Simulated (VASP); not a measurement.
Write the native input for VASP 6.6.1 that does the following.

```yaml
Task: single point
Functional: r2SCAN
Potentials_or_basis: VASP PAW PBE potentials, release 64 (Ir_sv_GW)
Cutoff: 620 eV
k_mesh: 16 × 16 × 16
Occupations: fermi-dirac, width 0.1 eV
Spin: no spin polarisation
Dipole_correction: no
Further_INCAR_settings: ALGO = Normal; EDIFF = 1e-06; NBANDS = 14
```

Ir:

```
Ir
1.0
    -1.58423    1.58423    1.58423
     1.58423   -1.58423    1.58423
     1.58423    1.58423   -1.58423
Ir
1
Direct
  0.00000 0.00000 0.00000
```

This isn't the form of Ir at room conditions, which is fcc.

One way to write it, as run:

POSCAR

```
Ir
1.0
   -1.5842311660      1.5842311660      1.5842311660
    1.5842311660     -1.5842311660      1.5842311660
    1.5842311660      1.5842311660     -1.5842311660
Ir
1
Direct
    0.0000000000      0.0000000000      0.0000000000
```

INCAR.step1

```
PREC = Accurate
ENCUT = 620
ISMEAR = -1
SIGMA = 0.1
LREAL = F
LASPH = T
NELM = 120
NBANDS = 14
GGA = PE
ALGO = Normal
EDIFF = 1E-5
LWAVE = T
LCHARG = F
GGA_COMPAT = F
```

INCAR.step2

```
PREC = Accurate
ENCUT = 620
EDIFF = 1E-6
ISMEAR = -1
SIGMA = 0.1
LREAL = F
LASPH = T
NELM = 120
ALGO = Normal
ISIF = 2
LWAVE = F
LCHARG = F
METAGGA = R2SCAN
LMIXTAU = T
NBANDS = 14
ISTART = 1
GGA_COMPAT = F
```

KPOINTS

```
Automatic mesh
0
Gamma
  16 16 16
```

Potentials or basis: VASP PAW PBE potentials, release 64 (Ir_sv_GW).

The run is started by

```sh
$ cat potpaw_PBE.64/Ir_sv_GW/POTCAR > POTCAR
$ cp INCAR.step1 INCAR
$ mpirun -np 1 vasp_std > vasp.out
$ cp INCAR.step2 INCAR
$ mpirun -np 1 vasp_std > vasp.out
```

Results of the run:

```json
{
  "Pressure": "-21.6 GPa",
  "Band gap on the k mesh": "zero (an odd number of electrons rules out a gap without spin polarisation)"
}
```

Caveat: the cell stands under tension; the PAW data sets were made with another functional, which shifts forces and pressure a little; spin-orbit coupling is left out, which moves the levels of the heavy elements.

Wall time 110 s on 1 thread of Intel(R) Xeon(R) Platinum 8175M CPU @ 2.50GHz (Skylake/Cascade Lake), on a shared host, peak memory 0.18 GiB.
